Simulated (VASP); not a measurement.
# Tl: single point with PBEsol

Crystal: Tl.

```
Tl
1.0
     0.00000    3.44076    3.44076
     3.44076    0.00000    3.44076
     3.44076    3.44076    0.00000
Tl
2
Cartesian
  0.8602 0.8602 0.8602
  6.0213 6.0213 6.0213
```

```yaml
Program: VASP 6.6.1
Task: single point
Functional: PBEsol
Potentials_or_basis: VASP PAW PBE potentials, release 64 (Tl_d)
Cutoff: 520 eV
k_mesh: 8 × 8 × 8
Occupations: fermi-dirac, width 0.1 eV
Spin: no spin polarisation
```

```yaml
Pressure: 0.0 GPa
Band_gap_on_the_k_mesh: zero (band 13 reaches 5.61 eV, above the bottom of band 14 at 2.21 eV)
```

Levels at points of the mesh, in eV from the Fermi level:
```tsv
k point	band 11	band 12	band 13	band 14	band 15	band 16
(0.00, 0.00, 0.00)	-8.95	-0.74	2.49	2.49	2.49	4.17
(0.50, 0.00, 0.00)	-7.30	-4.73	0.98	1.13	1.13	5.20
(0.50, 0.50, 0.00)	-5.95	-5.95	-0.32	-0.32	2.36	2.36
```

Run time: 86 s on 1 thread of AMD EPYC 7R13 Processor (Zen 3) (shared host), peak memory 0.18 GiB.

Caveat: the PAW data sets were made with another functional, which shifts forces and pressure a little; spin-orbit coupling is left out, which moves the levels of the heavy elements.
